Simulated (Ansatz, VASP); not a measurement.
## Two plane-wave programs on KCl2

```xyz
3
Lattice="4.2251 0.0000 0.0000 0.0000 4.2251 0.0000 0.0000 0.0000 5.4129" Properties=species:S:1:pos:R:3 pbc="T T T"
K     2.1125    2.1125    0.0000
Cl    0.0000    0.0000    1.3639
Cl    0.0000    0.0000    4.0491
```

Alike in both runs: task relaxation of cell and atoms; functional PBE; k mesh 12 × 12 × 10; occupations gaussian, width 0.1 eV; no spin polarisation.

|  | VASP | Ansatz |
| --- | --- | --- |
| version | VASP 6.6.1 | Ansatz 0.2.0 |
| potentials or method | VASP PAW PBE potentials, release 64 (K_sv, Cl), cutoff 600 eV | scalar-relativistic, plane waves, PAW |
| valence electrons in the cell | 23 | 23 |

```tsv
	VASP	Ansatz	Ansatz less VASP
gap on the k mesh at the Fermi level, each at its own relaxed structure (eV)	none	none	-
relaxed volume (Å³/atom)	31.78	31.79	+0.012
relaxed length of the cell vector where the two differ most in proportion (Å)	4.229	4.230	+0.0009
```

A gap of «none» marks a metal or a gap that the smearing closes.
